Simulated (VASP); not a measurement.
# Ir (P6_3/mmc) in VASP: single point with LDA

Aim: the single point of Ir with LDA.

Everything below comes from runs of VASP 6.6.1. Logs are shortened: lines on timing, memory, paths and dates and some standing lists are left out, and cuts for length are marked.

## 1. The cell of the first run

It takes space group P6_3/mmc (No. 194, hexagonal). The conventional cell has a = 2.705 Å, b = 2.705 Å, c = 4.386 Å, α = 90.00°, β = 90.00°, γ = 120.00°. Within 3.6 Å of Ir (site symmetry -6m2) lie 12 Ir at 2.69 to 2.71 Å.

This isn't the form of Ir at room conditions, which is fcc.

## 2. Single point, LDA

The input, INCAR:

```
SYSTEM = Ir
PREC     = Accurate       ! precision mode
ENCUT    = 520            ! plane-wave cutoff, eV
EDIFF    = 1E-6           ! SCF threshold, eV
ISMEAR   = 0              ! smearing method
SIGMA    = 0.15           ! smearing width, eV
LREAL    = .False.        ! projectors in reciprocal space
LASPH    = .True.         ! aspherical terms in the spheres
NELM     = 60             ! most SCF steps
ALGO     = Normal         ! electronic algorithm
ISIF     = 2              ! what is computed and relaxed
LWAVE    = .False.        ! write WAVECAR
LCHARG   = .True.         ! write CHGCAR
GGA      = CA             ! functional
LELF     = .True.         ! ELF
LVHAR    = .True.       
NBANDS   = 16             ! bands
```

The input, KPOINTS:

```
regular mesh
0
Gamma
  18 18 10
  0 0 0
```

The input, POSCAR:

```
Ir
1.0
    2.7052421931      0.0000000000      0.0000000000
   -1.3526210966      2.3428084626      0.0000000000
    0.0000000000      0.0000000000      4.3862377060
Ir
2
Direct
    0.6666666667      0.3333333333      0.7500000000
    0.3333333333      0.6666666667      0.2500000000
```

Potentials or basis: VASP PAW LDA potentials, release 64 (Ir).

Command:

```console
> cat potpaw_LDA.64/Ir/POTCAR > POTCAR
> mpirun -np 1 vasp_std > vasp.out
```

OUTCAR:

```text
SYSTEM = Ir
   PREC = Accurate
   ENCUT = 520
   EDIFF = 1E-6
   ISMEAR = 0
   LREAL = .False.
   LASPH = .True.
   NELM = 60
   ISIF = 2
   GGA = CA

 ion  position               nearest neighbor table
   1  0.667  0.333  0.750-   2 2.69   2 2.69   2 2.69   2 2.69   2 2.69   2 2.69
   2  0.333  0.667  0.250-   1 2.69   1 2.69   1 2.69   1 2.69   1 2.69   1 2.69

  LATTYP: Found a hexagonal cell.
 ALAT       =     2.7052421931
 C/A-ratio  =     1.6213844798

  Lattice vectors:

 A1 = (   2.7052421931,   0.0000000000,   0.0000000000)
 A2 = (  -1.3526210966,   2.3428084626,   0.0000000000)
 A3 = (   0.0000000000,   0.0000000000,   4.3862377060)

Analysis of symmetry for initial positions (statically):
=====================================================================
 Subroutine PRICEL returns:
 Original cell was already a primitive cell.

 Routine SETGRP: Setting up the symmetry group for a
 hexagonal supercell.

 Subroutine GETGRP returns: Found 24 space group operations
 (whereof 12 operations were pure point group operations)
 out of a pool of 24 trial point group operations.

The static configuration has the point symmetry D_3d.
 The point group associated with its full space group is D_6h.

Analysis of symmetry for dynamics (positions and initial velocities):
=====================================================================
 Subroutine PRICEL returns:
 Original cell was already a primitive cell.

 Routine SETGRP: Setting up the symmetry group for a
 hexagonal supercell.

 Subroutine GETGRP returns: Found 24 space group operations
 (whereof 12 operations were pure point group operations)
 out of a pool of 24 trial point group operations.

The dynamic configuration has the point symmetry D_3d.
 The point group associated with its full space group is D_6h.

 Subroutine INISYM returns: Found 24 space group operations
 (whereof 12 operations are pure point group operations),
 and found     1 'primitive' translations

----------------------------------------------------------------------------------------

                                     Primitive cell

  volume of cell :      27.7994

  direct lattice vectors                    reciprocal lattice vectors
     2.705242193  0.000000000  0.000000000     0.369652670  0.213419069  0.000000000
    -1.352621097  2.342808463  0.000000000     0.000000000  0.426838137  0.000000000
     0.000000000  0.000000000  4.386237706     0.000000000  0.000000000  0.227985820

  length of vectors
     2.705242193  2.705242193  4.386237706     0.426838137  0.426838137  0.227985820

  position of ions in fractional coordinates (direct lattice)
     0.666666667  0.333333333  0.750000000
     0.333333333  0.666666667  0.250000000

  ion indices of the primitive-cell ions
   primitive index   ion index
                 1           1
                 2           2

----------------------------------------------------------------------------------------

 KPOINTS: regular mesh

Automatic generation of k-mesh.
 Grid dimensions read from file:
 generate k-points for:   18   18   10

 Generating k-lattice:

  Cartesian coordinates                     Fractional coordinates (reciprocal lattice)
     0.020536259  0.011856615  0.000000000     0.055555556  0.000000000  0.000000000
     0.000000000  0.023713230  0.000000000     0.000000000  0.055555556  0.000000000
     0.000000000  0.000000000  0.022798582     0.000000000  0.000000000  0.100000000

  Length of vectors
     0.023713230  0.023713230  0.022798582

  Shift w.r.t. Gamma in fractional coordinates (k-lattice)
     0.000000000  0.000000000  0.000000000

 Subroutine IBZKPT returns following result:
 ===========================================

 Found    222 irreducible k-points:

 Following reciprocal coordinates:
            Coordinates               Weight
  0.000000  0.000000  0.000000      1.000000
  0.055556  0.000000  0.000000      6.000000
  0.111111  0.000000  0.000000      6.000000
  0.166667 -0.000000  0.000000      6.000000
  0.222222 -0.000000  0.000000      6.000000
  0.277778 -0.000000  0.000000      6.000000
[... 16 lines left out ...]
  0.333333  0.111111  0.000000     12.000000
  0.388889  0.111111  0.000000     12.000000
 [... further k-points ...]
   k-points           NKPTS =    222   k-points in BZ     NKDIM =    222   number of bands    NBANDS=     16
   number of dos      NEDOS =    301   number of ions     NIONS =      2
   total plane-waves  NPLWV =  14400
   dimension x,y,z NGX =    20 NGY =   20 NGZ =   36
   dimension x,y,z NGXF=    40 NGYF=   40 NGZF=   72
   ions per type =               2
   NGX,Y,Z   is equivalent  to a cutoff of  12.29, 12.29, 13.64 a.u.
   NGXF,Y,Z  is equivalent  to a cutoff of  24.58, 24.58, 27.29 a.u.
 SYSTEM =  Ir
   PREC   = accura    normal or accurate (medium, high low for compatibility)
   ISTART =      0    job   : 0-new  1-cont  2-samecut
   ICHARG =      2    charge: 1-file 2-atom 10-const
   ISPIN  =      1    spin polarized calculation?
   LNONCOLLINEAR =      F non collinear calculations
   LSORBIT =      F    spin-orbit coupling
   LASPH  =      T    aspherical Exc in radial PAW
   ENCUT  =  520.0 eV  38.22 Ry    6.18 a.u.   5.03  5.03  8.16*2*pi/ulx,y,z
   NELM   =     60;   NELMIN=  2; NELMDL= -5     # of ELM steps
   EDIFF  = 0.1E-05   stopping-criterion for ELM
   LREAL  =      F    real-space projection
   EDIFFG = 0.1E-04   stopping-criterion for IOM
   NSW    =      0    number of steps for IOM
   IBRION =     -1    ionic relax: 0-MD 1-quasi-New 2-CG
   NFREE  =      0    steps in history (QN), initial steepest desc. (CG)
   ISIF   =      2    stress and relaxation
   ISYM   =      2    0-nonsym 1-usesym 2-fastsym
   POTIM  = 0.5000    time-step for ionic-motion
   TEBEG  =    0.0;   TEEND  =   0.0 temperature during run
   PSTRESS=    0.0 pullay stress
   NELECT =      18.0000    total number of electrons
   NUPDOWN=      -1.0000    fix difference up-down
   EMIN   =  10.00;   EMAX   =-10.00  energy-range for DOS
   EFERMI =   0.00;   METHOD = LEGACY
   ISMEAR =     0;   SIGMA  =   0.15  broadening in eV -4-tet -1-fermi 0-gaus
   EFERMI_NEDOS =   21; number of points for ismear=-14 and -15
   IALGO  =     38    algorithm
   IMIX   =      4    mixing-type and parameters
     AMIX     =   0.40;   BMIX     =  1.00
     AMIX_MAG =   1.60;   BMIX_MAG =  1.00
  volume/ion in A,a.u.               =      13.90        93.80
  Fermi-wavevector in a.u.,A,eV,Ry     =   1.416296  2.676411 27.291842  2.005894
  Thomas-Fermi vector in A             =   2.537645
   LORBIT       =      0    0 simple, 1 ext, 2 COOP (PROOUT), +10 PAW based schemes
   GGA     = CA    functional components
   LHFCALC =     F    Hartree Fock is set to
   AEXX    =    0.0000 exact exchange contribution
   IVDW    =     0    specifies the selected vdW correction
   LEPSILON=     F    determine dielectric tensor
   LRPA    =     F    only Hartree local field effects (RPA)
 non-spin polarized calculation
 Gauss-broadening in eV      SIGMA  =   0.15
  energy-cutoff  :      520.00
  volume of cell :       27.80
 maximum number of plane-waves:       772
 NGX is ok and might be reduce to    20
   NGX =  9   NGY =  9   NGZ = 17

 number of electron      18.0000001 magnetization

 Free energy of the ion-electron system (eV)
  ---------------------------------------------------
  ext. energy  EPLUGINS =         0.00000000
  ---------------------------------------------------
  free energy    TOTEN  =       -20.50868507 eV

  energy without entropy =      -20.48534674  energy(sigma->0) =      -20.49701590

 E-fermi :  10.7573     XC(G=0): -14.2406

 val. band max:       10.7547079495   @ k =   0.3889  -0.0000   0.0000
 cond. band min:      10.7601175129   @ k =   0.3333  -0.0000   0.4000
 fundamental gap:      0.0054095634
 Fermi energy:        10.7572715504

 k-point     1 :       0.0000    0.0000    0.0000
  band No.  band energies     occupation
      1      -0.6726      2.00000
      2       2.3421      2.00000
      3       6.6566      2.00000
      4       6.7623      2.00000
      5       6.7623      2.00000
      6       7.4461      2.00000
[... 8 lines left out ...]
     15      27.1627      0.00000
     16      28.2860      0.00000

 k-point     2 :       0.0556    0.0000    0.0000
  band No.  band energies     occupation
      1      -0.5485      2.00000
      2       2.4534      2.00000
      3       6.4140      2.00000
      4       6.8674      2.00000
      5       6.9778      2.00000
      6       7.3761      2.00000
[... 8 lines left out ...]
     15      27.3292      0.00000
     16      28.4928      0.00000

 k-point     3 :       0.1111    0.0000    0.0000
  band No.  band energies     occupation
      1      -0.1866      2.00000
      2       2.7657      2.00000
      3       6.0777      2.00000
      4       7.1201      2.00000
      5       7.1785      2.00000
      6       7.3431      2.00000
[... 8 lines left out ...]
     15      27.7698      0.00000
     16      28.9686      0.00000

 k-point     4 :       0.1667   -0.0000    0.0000
  band No.  band energies     occupation
      1       0.3803      2.00000
      2       3.1959      2.00000
      3       5.7521      2.00000
      4       6.6600      2.00000
      5       6.8826      2.00000
      6       7.6818      2.00000
[... 8 lines left out ...]
     15      28.0565      0.00000
     16      28.7355      0.00000

 k-point     5 :       0.2222   -0.0000    0.0000
  band No.  band energies     occupation
      1       1.0888      2.00000
      2       3.5473      2.00000
      3       5.6048      2.00000
      4       5.7867      2.00000
      5       6.6706      2.00000
      6       7.3773      2.00000
[... 8 lines left out ...]
     15      27.2778      0.00000
     16      27.7257      0.00000

 k-point     6 :       0.2778   -0.0000    0.0000
  band No.  band energies     occupation
      1       1.8303      2.00000
      2       3.5898      2.00000
      3       5.0314      2.00000
      4       5.7701      2.00000
      5       6.6674      2.00000
      6       7.0785      2.00000
[... 8 lines left out ...]
     15      26.2050      0.00000
     16      26.3116      0.00000

 k-point     7 :       0.3333   -0.0000    0.0000
  band No.  band energies     occupation
      1       2.4501      2.00000
      2       3.4051      2.00000
      3       4.4242      2.00000
      4       6.0876      2.00000
      5       6.8227      2.00000
      6       6.9819      2.00000
[... 8 lines left out ...]
     15      24.7669      0.00000
     16      25.5100      0.00000

 k-point     8 :       0.3889   -0.0000    0.0000
  band No.  band energies     occupation
      1       2.8212      2.00000
      2       3.1973      2.00000
      3       3.9808      2.00000
      4       6.5142      2.00000
      5       6.6285      2.00000
      6       7.2158      2.00000
[... 8 lines left out ...]
     15      23.5225      0.00000
     16      24.9158      0.00000

 k-point     9 :       0.4444   -0.0000    0.0000
  band No.  band energies     occupation
      1       2.9288      2.00000
      2       3.0989      2.00000
      3       3.7111      2.00000
      4       6.5075      2.00000
      5       6.9795      2.00000
      6       7.1044      2.00000
[... 8 lines left out ...]
     15      22.6396      0.00000
     16      23.1638      0.00000
[... 172 lines left out ...]
 k-point    19 :       0.1111    0.1111    0.0000
  band No.  band energies     occupation
      1       0.7109      2.00000
      2       3.4649      2.00000
      3       5.4971      2.00000
      4       6.3436      2.00000
      5       6.8417      2.00000
      6       7.2310      2.00000
[... 8 lines left out ...]
     15      27.1220      0.00000
     16      28.4772      0.00000

 k-point    20 :       0.1667    0.1111    0.0000
  band No.  band energies     occupation
      1       1.4092      2.00000
      2       3.8666      2.00000
      3       5.2334      2.00000
      4       5.6066      2.00000
      5       6.6974      2.00000
      6       6.9017      2.00000
[... 8 lines left out ...]
     15      25.7424      0.00000
     16      27.4848      0.00000

 k-point    21 :       0.2222    0.1111    0.0000
  band No.  band energies     occupation
      1       2.1592      2.00000
      2       3.9602      2.00000
      3       4.9388      2.00000
      4       5.2928      2.00000
      5       6.6518      2.00000
      6       6.7183      2.00000
[... 8 lines left out ...]
     15      24.4756      0.00000
     16      26.6137      0.00000

 k-point    22 :       0.2778    0.1111    0.0000
  band No.  band energies     occupation
      1       2.8069      2.00000
      2       3.7615      2.00000
      3       4.3892      2.00000
      4       5.6408      2.00000
      5       6.4814      2.00000
      6       6.9896      2.00000
[... 8 lines left out ...]
     15      23.1105      0.00000
     16      25.9083      0.00000

 k-point    23 :       0.3333    0.1111    0.0000
  band No.  band energies     occupation
      1       3.2057      2.00000
      2       3.5344      2.00000
      3       3.9828      2.00000
      4       6.1177      2.00000
      5       6.3880      2.00000
      6       7.2554      2.00000
[... 8 lines left out ...]
     15      21.8227      0.00000
     16      25.3848      0.00000

 k-point    24 :       0.3889    0.1111    0.0000
  band No.  band energies     occupation
      1       3.3219      2.00000
      2       3.4282      2.00000
      3       3.7339      2.00000
      4       6.3565      2.00000
      5       6.5919      2.00000
      6       7.0573      2.00000
[... 8 lines left out ...]
     15      21.5508      0.00000
     16      24.2967      0.00000

 [... further k-points ...]
[... 5 lines left out ...]
  --------------------------------------------------------------------------------------
  -------------------------------------------------------------------------------------
  Total        0.4535073      0.4535073      0.4588820     -0.0000000     -0.0000000      0.0000000
  in kB       26.1372416     26.1372416     26.4470078     -0.0000000     -0.0000000      0.0000000
  external PRESSURE =      26.2404970 kB  Pullay stress =       0.0000000 kB

 VOLUME and BASIS-vectors are now :
 -----------------------------------------------------------------------------
  energy-cutoff  :      520.00
  volume of cell :       27.80
      direct lattice vectors                 reciprocal lattice vectors
     2.705242193  0.000000000  0.000000000     0.369652670  0.213419069  0.000000000
    -1.352621097  2.342808463  0.000000000     0.000000000  0.426838137  0.000000000
     0.000000000  0.000000000  4.386237706     0.000000000  0.000000000  0.227985820

 POSITION                                       TOTAL-FORCE (eV/Angst)
 -----------------------------------------------------------------------------------
      1.35262      0.78094      3.28968         0.000000      0.000000      0.000000
     -0.00000      1.56187      1.09656        -0.000000     -0.000000      0.000000
 -----------------------------------------------------------------------------------
    total drift:                               -0.000000      0.000000     -0.000000

  FREE ENERGIE OF THE ION-ELECTRON SYSTEM (eV)
  ---------------------------------------------------
  free  energy   TOTEN  =       -20.5086850707 eV

  energy  without entropy=      -20.4853467363  energy(sigma->0) =      -20.49701590
```

Run time: 30 s. Hardware: 1 thread of Intel Xeon 6975P-C (Granite Rapids), shared host; peak memory 0.19 GiB.

What came out:

```yaml
Free_energy: -20.5087 eV
Pressure: 2.6 GPa
Band_gap_on_the_k_mesh: zero (bands 9 and 10 overlap by 3.47 eV)
```

Caveat: spin-orbit coupling is left out, which moves the levels of the heavy elements.
